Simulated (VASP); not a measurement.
# HfSiF (P-6m2) in VASP: notebook, part 2 of 2

VASP 6.6.1. Earlier steps stand in the parts before.

**3. Relaxation of cell and atoms, PBE**

This run uses another cell than the first one, of 16.00 Å³/atom, 1.042 times its volume.

INCAR reads:

```
PREC = Accurate
ENCUT = 600
EDIFF = 1E-6
ISMEAR = 0
SIGMA = 0.1
LREAL = False
LASPH = True
NELM = 100
ALGO = Normal
ISIF = 3
LWAVE = False
LCHARG = False
GGA = PE
IBRION = 2
NSW = 100
EDIFFG = -0.01
```

KPOINTS reads:

```
regular mesh
0
Gamma
  12 12 12
```

POSCAR reads:

```
HfSiF
1.0
    3.8125952900      0.0000000000      0.0000000000
   -1.9062976400      3.3018043700      0.0000000000
    0.0000000000      0.0000000000      3.8132592500
Hf Si F
1 1 1
Direct
    0.0000000000      0.0000000000      0.0000000000
    0.6666666700      0.3333333300      0.5000000000
    0.3333333300      0.6666666700      0.5000000000
```

Potentials or basis: VASP PAW PBE potentials, release 64 (Hf_pv, Si, F).

The run is started by

```bash
> cat potpaw_PBE.64/Hf_pv/POTCAR potpaw_PBE.64/Si/POTCAR potpaw_PBE.64/F/POTCAR > POTCAR
> mpirun -np 1 vasp_std > vasp.out
```

OUTCAR:

```text
PREC = Accurate
   ENCUT = 600
   EDIFF = 1E-6
   ISMEAR = 0
   LREAL = False
   LASPH = True
   NELM = 100
   ISIF = 3
   GGA = PE
   IBRION = 2
   NSW = 100
   EDIFFG = -0.01

 ion  position               nearest neighbor table
   1  0.000  0.000  0.000-   2 2.91   2 2.91   2 2.91   2 2.91   2 2.91   2 2.91
   2  0.667  0.333  0.500-   3 2.20   3 2.20   3 2.20   1 2.91   1 2.91   1 2.91   1 2.91   1 2.91
                             1 2.91
   3  0.333  0.667  0.500-   2 2.20   2 2.20   2 2.20

  LATTYP: Found a hexagonal cell.
 ALAT       =     3.8125952900
 C/A-ratio  =     1.0001741491

  Lattice vectors:

 A1 = (   3.8125952900,   0.0000000000,   0.0000000000)
 A2 = (  -1.9062976400,   3.3018043700,   0.0000000000)
 A3 = (   0.0000000000,   0.0000000000,   3.8132592500)

Analysis of symmetry for initial positions (statically):
=====================================================================
 Subroutine PRICEL returns:
 Original cell was already a primitive cell.

 Routine SETGRP: Setting up the symmetry group for a
 hexagonal supercell.

 Subroutine GETGRP returns: Found 12 space group operations
 (whereof 12 operations were pure point group operations)
 out of a pool of 24 trial point group operations.

The static configuration has the point symmetry D_3h.

Analysis of symmetry for dynamics (positions and initial velocities):
=====================================================================
 Subroutine PRICEL returns:
[... 351 lines left out ...]
  ext. energy  EPLUGINS =         0.00000000
  ---------------------------------------------------
  free energy    TOTEN  =       -19.40437803 eV

  energy without entropy =      -19.39564898  energy(sigma->0) =      -19.40001350

 E-fermi :   5.7401     XC(G=0): -11.0437

 val. band max:        5.7373543853   @ k =   0.3333   0.1667   0.3333
 cond. band min:       5.7460754103   @ k =   0.5000   0.0000   0.1667
 fundamental gap:      0.0087210251
 Fermi energy:         5.7401459608

 k-point     1 :       0.0000    0.0000    0.0000
  band No.  band energies     occupation
      1     -25.2451      2.00000
      2     -25.2451      2.00000
      3     -24.1985      2.00000
      4     -17.6696      2.00000
      5      -3.6388      2.00000
      6      -0.2903      2.00000
      7      -0.2903      2.00000
      8       2.1798      2.00000
      9       3.4907      2.00000
     10       4.3034      2.00000
     11       4.3034      2.00000
     12      10.1534      0.00000
     13      10.5463      0.00000
     14      10.5463      0.00000
[... 377 lines left out ...]
      1     -25.2536      2.00000
      2     -25.2354      2.00000
      3     -24.3235      2.00000
      4     -17.6067      2.00000
      5      -3.6134      2.00000
      6      -0.1646      2.00000
      7       0.5674      2.00000
      8       1.9621      2.00000
      9       2.7177      2.00000
     10       4.7421      2.00000
     11       5.0114      2.00000
     12       8.1933      0.00000
     13       9.4905      0.00000
     14       9.9998      0.00000

 [... further k-points ...]

------------------------ aborting loop because EDIFF is reached ----------------------------------------

  FORCE on cell =-STRESS in cart. coord.  units (eV):
  Direction    XX          YY          ZZ          XY          YZ          ZX
  --------------------------------------------------------------------------------------
  -------------------------------------------------------------------------------------
  Total        0.0108465      0.0108465      0.0131592      0.0000000     -0.0000000      0.0000000
  in kB        0.3804580      0.3804580      0.4615800      0.0000000     -0.0000000      0.0000000
  external PRESSURE =       0.4074987 kB  Pullay stress =       0.0000000 kB
[... 18 lines left out ...]
  FREE ENERGIE OF THE ION-ELECTRON SYSTEM (eV)
  ---------------------------------------------------
  free  energy   TOTEN  =       -19.4043780272 eV

  energy  without entropy=      -19.3956489781  energy(sigma->0) =      -19.40001350

 reached required accuracy - stopping structural energy minimisation
```

OSZICAR:

```text
N       E                     dE             d eps       ncg     rms          rms(c)
DAV:   1     0.886965161835E+02    0.88697E+02   -0.12049E+04  3724   0.152E+03
[... 154 lines left out ...]
       N       E                     dE             d eps       ncg     rms          rms(c)
DAV:   1    -0.194059630018E+02   -0.18310E-02   -0.65029E-02  3838   0.244E+00    0.417E-01
DAV:   2    -0.194047569245E+02    0.12061E-02   -0.60100E-03  4846   0.696E-01    0.152E-01
DAV:   3    -0.194044782703E+02    0.27865E-03   -0.87221E-04  4660   0.248E-01    0.841E-02
DAV:   4    -0.194043801429E+02    0.98127E-04   -0.19220E-04  4648   0.113E-01    0.318E-02
DAV:   5    -0.194043777307E+02    0.24122E-05   -0.10344E-05  4948   0.274E-02    0.220E-02
DAV:   6    -0.194043780272E+02   -0.29654E-06   -0.15332E-06  3014   0.117E-02
  15 F= -.19404378E+02 E0= -.19400014E+02  d E =-.570315E-03
```

Wall time 11 min (1 thread of Intel Xeon Platinum 8375C at 2.90GHz (Ice Lake), shared host); peak memory 0.28 GiB.

Results:

```yaml
Free_energy: -19.4044 eV
Relaxed_volume: 15.23 Å³/atom
Relaxed_cell: a = 4.424 Å, b = 4.424 Å, c = 2.695 Å, α = 90.00°, β = 90.00°, γ = 120.00°
Space_group_after_relaxing_to_0.05_Å: P-6m2 (No. 187)
Energy_gained_by_relaxing: 518.9 meV/atom
Ionic_steps: 15
Pressure_after_relaxing: 0.0 GPa
```

Step by step:
| step | energy change (eV) | largest force (eV/Å) | pressure (GPa) | volume (Å³) |
| --- | --- | --- | --- | --- |
| 1 | 0.0000 | 0.0000 | 1.06 | 48.00 |
| 2 | -0.1558 | 0.0000 | -0.50 | 48.69 |
| 3 | -0.7882 | 0.0000 | -5.11 | 50.04 |
| 4 | -0.8974 | 0.0000 | -5.83 | 49.09 |
| 5 | -1.2076 | 0.0000 | -7.58 | 50.31 |
| 6 | -1.3992 | 0.0000 | -8.76 | 49.86 |
| 7 | -1.3806 | 0.0000 | -8.72 | 50.23 |
| 8 | -1.4073 | 0.0000 | -8.81 | 50.17 |
| 9 | -1.4794 | 0.0000 | -7.05 | 48.95 |
| 10 | -1.4853 | 0.0000 | -6.48 | 48.59 |
| 11 | -1.5305 | 0.0000 | -4.16 | 47.47 |
| 12 | -1.5557 | 0.0000 | -0.79 | 46.03 |
| 13 | -1.5561 | 0.0000 | -0.28 | 45.82 |
| 14 | -1.5564 | 0.0000 | -0.17 | 45.78 |
| 15 | -1.5566 | 0.0000 | 0.04 | 45.68 |

Final structure:
```
CELL_PARAMETERS angstrom
4.42375 0.00000 0.00000
-2.21187 3.83108 0.00000
0.00000 0.00000 2.69514
ATOMIC_POSITIONS crystal
Hf 0.00000 0.00000 0.00000
Si 0.66667 0.33333 0.50000
F 0.33333 0.66667 0.50000
```

Caveat: spin-orbit coupling is left out, which moves the levels of the heavy elements; an odd number of electrons without spin polarisation forces a metal; a magnetic or distorted state may lie lower.

**4. Single point, PBE**

This run uses another cell than the first one, of 15.32 Å³/atom, 0.997 times its volume.

INCAR reads:

```
SYSTEM = HfSiF
  PREC = Accurate
  ENCUT = 520
  EDIFF = 1E-6
  ISMEAR = 0
  SIGMA = 0.1
  LREAL = .False.
  LASPH = .True.
  NELM = 100
  ALGO = Normal
  ISIF = 2
  LWAVE = .False.
  LCHARG = .True.
  GGA = PE
  LELF = .True.
  LVHAR = .True.
  NBANDS = 18
```

KPOINTS reads:

```
Automatic mesh
0
Gamma
  12 12 18
  0 0 0
```

POSCAR reads:

```
HfSiF
1.0
    4.4217714092     -0.0000000034      0.0000000000
   -2.2108857017      3.8293663718      0.0000000000
    0.0000000000      0.0000000000      2.7149145419
Hf Si F
1 1 1
Direct
    0.0000000000      0.0000000000      0.0000000000
    0.6666666667      0.3333333333      0.5000000000
    0.3333333333      0.6666666667      0.5000000000
```

The run is started by

```bash
> cat potpaw_PBE.64/Hf_pv/POTCAR potpaw_PBE.64/Si/POTCAR potpaw_PBE.64/F/POTCAR > POTCAR
> mpirun -np 1 vasp_std > vasp.out
```

Wall time 67 s (1 thread of Intel Xeon Platinum 8375C at 2.90GHz (Ice Lake), shared host); peak memory 0.3 GiB.

It converged, with:

```
Free energy : -19.4161 eV
Pressure    : -0.7 GPa
```

Stress tensor (GPa, compression positive):
```
-0.60  0.00  0.00
 0.00 -0.60  0.00
 0.00  0.00 -0.76
```

Levels at points of the mesh, in eV from the Fermi level:
```csv
k point,band 8,band 9,band 10,band 11,band 12,band 13,band 14,band 15
"(0.00, 0.00, 0.00)",-3.54,-2.11,-1.31,-1.31,4.52,4.88,4.88,5.36
"(0.50, 0.00, 0.00)",-3.56,-2.76,-0.78,-0.75,1.84,3.92,4.70,5.23
"(0.00, 0.00, 0.50)",-4.33,-3.07,-1.54,-1.54,1.15,1.15,5.55,5.55
"(0.50, 0.00, 0.50)",-3.77,-3.28,-0.69,0.62,1.87,2.66,3.71,4.06
```

Caveat: spin-orbit coupling is left out, which moves the levels of the heavy elements; an odd number of electrons without spin polarisation forces a metal; a magnetic or distorted state may lie lower.

**5. Relaxation of cell and atoms, PBE**

INCAR reads:

```
PREC = Accurate
ENCUT = 600
EDIFF = 1E-6
ISMEAR = 0
SIGMA = 0.1
LREAL = False
LASPH = True
NELM = 100
ALGO = Normal
ISIF = 3
LWAVE = False
LCHARG = False
GGA = PE
IBRION = 2
NSW = 100
EDIFFG = -0.01
```

KPOINTS reads:

```
regular mesh
0
Gamma
  12 12 18
```

POSCAR reads:

```
HfSiF
1.0
    4.4389311945     -0.0000000034      0.0000000000
   -2.2194655943      3.8442271818      0.0000000000
    0.0000000000      0.0000000000      2.7007746465
Hf Si F
1 1 1
Direct
    0.0000000000      0.0000000000      0.0000000000
    0.6666666667      0.3333333333      0.5000000000
    0.3333333333      0.6666666667      0.5000000000
```

The run is started by

```bash
> cat potpaw_PBE.64/Hf_pv/POTCAR potpaw_PBE.64/Si/POTCAR potpaw_PBE.64/F/POTCAR > POTCAR
> mpirun -np 1 vasp_std > vasp.out
```

Wall time 3.6 min (1 thread of Intel Xeon Platinum 8375C at 2.90GHz (Ice Lake), shared host); peak memory 0.33 GiB.

Results (log left out):

- Free energy: -19.4187 eV
- Relaxed volume: 15.23 Å³/atom
- Relaxed cell: a = 4.415 Å, b = 4.415 Å, c = 2.707 Å, α = 90.00°, β = 90.00°, γ = 120.00°
- Space group after relaxing (to 0.05 Å): P-6m2 (No. 187)
- Energy gained by relaxing: 0.8 meV/atom
- Ionic steps: 5
- Pressure after relaxing: 0.0 GPa

Step by step:
| step | energy change (eV) | largest force (eV/Å) | pressure (GPa) | volume (Å³) |
| --- | --- | --- | --- | --- |
| 1 | 0.0000 | 0.0000 | -0.98 | 46.09 |
| 2 | -0.0020 | 0.0000 | 0.57 | 45.46 |
| 3 | -0.0023 | 0.0000 | 0.20 | 45.62 |
| 4 | -0.0023 | 0.0000 | 0.17 | 45.62 |
| 5 | -0.0024 | 0.0000 | 0.00 | 45.69 |

Final structure:
```
Hf Si F
1.0
     4.41492    0.00000    0.00000
    -2.20746    3.82343    0.00000
     0.00000    0.00000    2.70690
Hf Si F
1 1 1
Direct
  0.00000 0.00000 0.00000
  0.66667 0.33333 0.50000
  0.33333 0.66667 0.50000
```

Levels at points of the mesh, in eV from the Fermi level:
| k point | band 9 | band 10 | band 11 | band 12 | band 13 | band 14 |
| --- | --- | --- | --- | --- | --- | --- |
| (0.00, 0.00, 0.00) | -2.13 | -1.33 | -1.33 | 4.55 | 4.90 | 4.90 |
| (0.50, 0.00, 0.00) | -2.78 | -0.80 | -0.76 | 1.84 | 3.94 | 4.75 |
| (0.00, 0.00, 0.50) | -3.09 | -1.56 | -1.56 | 1.15 | 1.15 | 5.58 |
| (0.50, 0.00, 0.50) | -3.29 | -0.71 | 0.64 | 1.87 | 2.67 | 3.73 |

Caveat: spin-orbit coupling is left out, which moves the levels of the heavy elements; an odd number of electrons without spin polarisation forces a metal; a magnetic or distorted state may lie lower.

**6. Overview**

| task | cell | k mesh | cutoff (eV) | gap on the mesh (eV) | pressure (GPa) | relaxed volume (Å³/atom) |
| --- | --- | --- | --- | --- | --- | --- |
| single point | a = 4.439, b = 4.439, c = 2.701 Å, angles 90.0, 90.0, 120.0°, 3 atoms | 12 × 12 × 12 | 520 | none | -0.6 | - |
| relaxation of cell and atoms | relaxed from a = 3.813, b = 3.813, c = 3.813 Å, angles 90.0, 90.0, 120.0°, 3 atoms | 12 × 12 × 12 | 600 | none | 0.0 | 15.23 |
| single point | a = 4.422, b = 4.422, c = 2.715 Å, angles 90.0, 90.0, 120.0°, 3 atoms | 12 × 12 × 18 | 520 | none | -0.7 | - |
| relaxation of cell and atoms | relaxed from a = 4.439, b = 4.439, c = 2.701 Å, angles 90.0, 90.0, 120.0°, 3 atoms | 12 × 12 × 18 | 600 | none | 0.0 | 15.23 |

Alike in all rows: level PBE; potentials or basis VASP PAW PBE potentials, release 64 (Hf_pv, Si, F); no spin polarisation; smearing gaussian 0.1 eV.

Caveats: spin-orbit coupling is left out, which moves the levels of the heavy elements; an odd number of electrons without spin polarisation forces a metal; a magnetic or distorted state may lie lower.

Total energies depend on the potentials used, so only differences within one code and one set of settings carry meaning.
